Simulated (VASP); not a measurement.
Write the native input for VASP 6.6.1 that does the following.

- Task: single point
- Functional: PBEsol
- Potentials or basis: VASP PAW PBE potentials, release 64 (Ge_d)
- Cutoff: 520 eV
- k mesh: 20 × 20 × 18
- Occupations: gaussian, width 0.15 eV
- Spin: no spin polarisation
- Dipole correction: no
- Further INCAR settings: ALGO = Normal; EDIFF = 1e-06; NBANDS = 13

The structure of Ge lies in POSCAR:

```
Ge
1.0
    1.3971490000     -2.6005160000      0.0000000000
    1.3971490000      2.6005160000      0.0000000000
    0.0000000000      0.0000000000      2.6982310000
Ge
1
Direct
    0.5000000000      0.5000000000      0.0000000000
```

These files were run (other wordings do the same):

INCAR

```
PREC = Accurate
ENCUT = 520
EDIFF = 1E-6
ISMEAR = 0
SIGMA = 0.15
LREAL = F
LASPH = T
NELM = 100
ALGO = Normal
ISIF = 2
LWAVE = F
LCHARG = F
GGA = PS
NBANDS = 13
```

KPOINTS

```
Automatic mesh
0
Gamma
  20 20 18
```

Potentials or basis: VASP PAW PBE potentials, release 64 (Ge_d).

Launch:

```console
$ cat potpaw_PBE.64/Ge_d/POTCAR > POTCAR
$ mpirun -np 1 vasp_std > vasp.out
```

It gave:

The pressure is -4.2 GPa and the band gap on the k mesh is zero (bands 7 and 8 overlap by 9.64 eV).

Caveat: the cell stands under tension; the PAW data sets were made with another functional, which shifts forces and pressure a little.

Run time: 67 s on 1 thread of Intel(R) Xeon(R) Platinum 8488C (Sapphire Rapids) (shared host), peak memory 0.35 GiB.
